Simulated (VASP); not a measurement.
Write the native input for VASP 6.6.1 that does the following.

* Task: single point
* Functional: LDA
* Potentials or basis: VASP PAW LDA potentials, release 64 (Ti_sv, Si)
* Cutoff: 520 eV
* k mesh: 18 × 18 × 18
* Occupations: gaussian, width 0.15 eV
* Spin: no spin polarisation
* Dipole correction: no
* Further INCAR settings: ALGO = Normal; EDIFF = 1e-06; NBANDS = 17

The structure of TiSi2 lies in POSCAR:

```
TiSi2
1.0
   -1.4410529458      1.6701060708      4.1004087654
    1.4410529458     -1.6701060708      4.1004087654
    1.4410529458      1.6701060708     -4.1004087654
Ti Si
1 2
Direct
    0.0000000000      0.0000000000      0.0000000000
    0.3248867003      0.3248867003      0.0000000000
    0.6751132997      0.6751132997      0.0000000000
```

This cell differs from its parent crystal: atoms shifted along a free coordinate.

The input as run:

INCAR

```
SYSTEM = TiSi2
PREC = Accurate ; ENCUT = 520
EDIFF = 1E-6 ; ISMEAR = 0
SIGMA = 0.15 ; LREAL = .False.
LASPH = .True. ; NELM = 100
ALGO = Normal ; ISIF = 2
LWAVE = .False. ; LCHARG = .False.
GGA = CA ; NBANDS = 17
```

KPOINTS

```
regular mesh
0
Gamma
  18 18 18
  0 0 0
```

Potentials or basis: VASP PAW LDA potentials, release 64 (Ti_sv, Si).

Launch:

```console
$ cat potpaw_LDA.64/Ti_sv/POTCAR potpaw_LDA.64/Si/POTCAR > POTCAR
$ mpirun -np 1 vasp_std > vasp.out
```

Results of the run:

```json
{
 "Pressure": "4.7 GPa",
 "Largest force": "0.508 eV/Å",
 "Band gap on the k mesh": "zero (bands 10 and 11 overlap by 2.42 eV)"
}
```

Caveat: the cell differs from its parent crystal (atoms shifted along a free coordinate); the cell stands under pressure.

Wall time 5.9 min on 1 thread of Intel(R) Xeon(R) 6975P-C (Granite Rapids), on a shared host, peak memory 0.62 GiB.
